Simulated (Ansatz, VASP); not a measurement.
# Two plane-wave programs on Rb

```
Rb
1.0
     5.08878    0.00000    0.00000
    -2.54439    4.40701    0.00000
     0.00000    0.00000   41.54652
Rb
8
Direct
  0.00000 0.00000 0.14442
  0.33333 0.66667 0.44920
  0.00000 0.00000 0.34761
  0.66667 0.33333 0.24601
  0.00000 0.00000 0.55080
  0.33333 0.66667 0.85558
  0.00000 0.00000 0.75399
  0.66667 0.33333 0.65239
```

Alike in both runs: task single point; functional PBEsol; k mesh 4 × 4 × 1; no spin polarisation.

|  | VASP | Ansatz |
| --- | --- | --- |
| version | VASP 6.6.1 | Ansatz 0.2.0 |
| potentials or method | VASP PAW PBE potentials, release 64 (Rb_sv), cutoff 520 eV | plane waves, PAW |
| occupations | fermi-dirac, width 0.1 eV | fermi-dirac |
| valence electrons in the cell | 72 | 72 |

```tsv
	VASP	Ansatz	Ansatz less VASP
gap on the k mesh at the Fermi level (eV)	none	none	-
rms of the force components (eV/Å)	0.010	0.010	+0.0001
```

VASP's potentials were made for PBE, not for PBEsol. Atom by atom the forces differ by 0.000 eV/Å (rms over components). A gap of «none» marks a metal or a gap that the smearing closes. Ansatz's warnings: vacuum density over bound, xc potential rough in thin density.
